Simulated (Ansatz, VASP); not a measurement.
One calculation of W, two programs

```
CELL_PARAMETERS angstrom
-1.57976 1.57976 1.57976
1.57976 -1.57976 1.57976
1.57976 1.57976 -1.57976
ATOMIC_POSITIONS crystal
W 0.00000 0.00000 0.00000
```

Alike in both runs: functional PBE; dispersion D3(BJ); k mesh 18 × 18 × 18; occupations gaussian, width 0.1 eV; no spin polarisation.

Ansatz relaxed the structure, and its values are those at the end. VASP's run is a single point on that final structure, the one shown.

|  | VASP | Ansatz |
| --- | --- | --- |
| version | VASP 6.6.1 | Ansatz 0.2.0 |
| potentials or method | VASP PAW PBE potentials, release 64 (W_sv), cutoff 500 eV | scalar-relativistic, plane waves, PAW |
| valence electrons in the cell | 14 | 14 |

|  | VASP | Ansatz | Ansatz less VASP |
| --- | --- | --- | --- |
| gap on the k mesh at the Fermi level (eV) | none | none | - |
| pressure (GPa) | 0.5 | 0.0 | -0.53 |

A gap of «none» marks a metal or a gap that the smearing closes.

Spin-orbit coupling is off throughout.
